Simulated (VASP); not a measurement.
Here is a VASP 6.6.1 calculation.

The input INCAR:

```
PREC = Accurate
ENCUT = 500
EDIFF = 1E-7
ISMEAR = 0
SIGMA = 0.1
LREAL = False
LASPH = True
NELM = 120
ALGO = Normal
ISIF = 3
LWAVE = False
LCHARG = False
GGA = PE
IBRION = 2
NSW = 90
EDIFFG = -0.04
GGA_COMPAT = False
NELMIN = 4
```

KPOINTS

```
Automatic mesh
0
Gamma
  8 8 8
```

File POSCAR:

```
Zr
1.0
   -1.5896226085      1.8721476920      1.9206588151
    1.5896226085     -1.8721476920      1.9206588151
    1.5896226085      1.8721476920     -1.9206588151
Zr
1
Direct
    0.5000000000      0.5000000000      0.0000000000
```

Potentials or basis: VASP PAW PBE potentials, release 64 (Zr_sv).

Command:

```console
$ cat potpaw_PBE.64/Zr_sv/POTCAR > POTCAR
$ mpirun -np 1 vasp_std > vasp.out
```

(1) Estimate the band gap on the k mesh.

Answers

(1) zero (bands 6 and 7 overlap by 1.25 eV).

Caveat: the relaxation stopped at its first step, so nothing moved.
